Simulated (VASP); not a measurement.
Here is a VASP 6.6.1 calculation.

INCAR

```
ALGO     = Normal         # electronic algorithm
EDIFF    = 1E-6           # SCF threshold, eV
EDIFFG   = -0.04          # ionic threshold
ENCUT    = 600            # plane-wave cutoff, eV
GGA      = PE             # functional
IBRION   = 2              # ionic algorithm
ISIF     = 3              # what is computed and relaxed
ISMEAR   = 0              # smearing method
ISPIN    = 2              # spin polarisation
LASPH    = T              # aspherical terms in the spheres
LCHARG   = F              # write CHGCAR
LMAXMIX  = 4              # l up to which the mixer works
LORBIT   = 11             # projections on sites
LREAL    = F              # projectors in reciprocal space
LWAVE    = F              # write WAVECAR
MAGMOM   = 0 4.1          # initial moments
NELM     = 150            # most SCF steps
NSW      = 90             # ionic steps
PREC     = Accurate       # precision mode
SIGMA    = 0.1            # smearing width, eV
```

File KPOINTS:

```
k-points
0
Gamma
  6 6 4
```

File POSCAR:

```
SrCr
1.0
    3.2829202153      0.0000000000      0.0000000000
    0.0000000000      3.2829202153      0.0000000000
    0.0000000000      0.0000000000      4.3029704251
Sr Cr
1 1
Direct
    0.5000000000      0.5000000000      0.5000000000
    0.0000000000      0.0000000000      0.0000000000
```

Potentials or basis: VASP PAW PBE potentials, release 64 (Sr_sv, Cr_pv).

The run is started by

```sh
$ cat potpaw_PBE.64/Sr_sv/POTCAR potpaw_PBE.64/Cr_pv/POTCAR > POTCAR
$ mpirun -np 1 vasp_std > vasp.out
```

Problem. Estimate the relaxed cell.

Solution. a = 4.003 Å, b = 4.003 Å, c = 4.061 Å, α = 90.00°, β = 90.00°, γ = 90.00°.

Problem. Predict the site moments.

Solution. Sr +0.06; Cr +4.04 μB.

Problem. Predict the relaxed volume.

Solution. 32.53 Å³/atom.

The path:
```csv
step,energy change (eV),largest force (eV/Å),pressure (GPa),volume (Å³)
1,0.0000,0.0000,11.13,46.38
2,-0.4552,0.0000,2.80,58.05
3,-0.5206,0.0000,0.19,64.52
4,-0.5218,0.0000,-0.14,65.59
5,-0.5519,0.0000,-0.33,65.80
6,-0.6245,0.0000,-0.38,66.08
7,-0.5506,0.0000,0.19,64.96
8,-0.6444,0.0000,-0.29,66.01
9,-0.6467,0.0000,-0.25,65.91
10,-0.6468,0.0000,-0.20,65.95
11,-0.6474,0.0000,0.06,65.06
```

Caveat: the k points lie up to 0.39 Å⁻¹ apart in the final cell; the volume moved by over 15 % at a fixed basis, so the end points are rough.
